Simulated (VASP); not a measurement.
Set up this calculation in VASP 6.6.1, as the native input.

* Task: relaxation of cell and atoms
* Functional: PBEsol
* Potentials or basis: VASP PAW PBE potentials, release 64 (Al, Ga_d, N)
* Cutoff: 600 eV
* k mesh: 6 × 8 × 4
* Occupations: gaussian, width 0.02 eV
* Spin: no spin polarisation
* Target pressure: -2 GPa
* Dipole correction: no
* Further INCAR settings: ALGO = Normal; EDIFF = 1e-06; IBRION = 2; EDIFFG = -0.008; NSW = 70; ISIF = 3

The structure of Al3GaN4 lies in POSCAR:

```
Al3GaN4
1.0
    5.0762088929      0.0000000000      0.0001157386
    0.0000000000      3.1504310267      0.0000000000
   -0.0032573046      0.0000000000      5.4532290589
Al Ga N
3 1 4
Direct
    0.5002300423      0.5000000000      0.1673295664
    0.0009207036      0.5000000000      0.8348055932
    0.0010880650      0.0000000000      0.3316926342
    0.4994217138      0.0000000000      0.6662009016
    0.1111724737      0.0000000000      0.6663292503
    0.1224543238      0.5000000000      0.1671578647
    0.6251234799      0.5000000000      0.8401923551
    0.6231881979      0.0000000000      0.3262928345
```

The input as run:

INCAR

```
ALGO = Normal
EDIFF = 1E-6
EDIFFG = -0.008
ENCUT = 600
GGA = PS
IBRION = 2
ISIF = 3
ISMEAR = 0
LASPH = T
LCHARG = F
LREAL = F
LWAVE = F
NELM = 100
NSW = 70
PREC = Accurate
PSTRESS = -20.0
SIGMA = 0.02
```

KPOINTS

```
k-points
0
Gamma
  6 8 4
```

Potentials or basis: VASP PAW PBE potentials, release 64 (Al, Ga_d, N).

Command:

```sh
$ cat potpaw_PBE.64/Al/POTCAR potpaw_PBE.64/Ga_d/POTCAR potpaw_PBE.64/N/POTCAR > POTCAR
$ mpirun -np 1 vasp_std > vasp.out
```

It gave:

The relaxed volume is 10.79 Å³/atom. The relaxed cell is a = 5.059 Å, b = 3.139 Å, c = 5.433 Å, α = 90.00°, β = 90.04°, γ = 90.00° and the space group after relaxing (to 0.1 Å) is Pm (No. 6). The energy change on relaxing (the run minimises the enthalpy) is -2.1 meV/atom, the ionic steps are 5 and the pressure after relaxing is -1.9 GPa. The largest force after relaxing is 0.007 eV/Å and the band gap on the k mesh is 3.42 eV.

Caveat: the cell is relaxed towards a set pressure, so the run minimises the enthalpy, not the energy; the PAW data sets were made with another functional, which shifts forces and pressure a little.

Run time: 7.1 min on 1 thread of AMD EPYC 7R13 Processor (Zen 3) (shared host), peak memory 0.32 GiB.
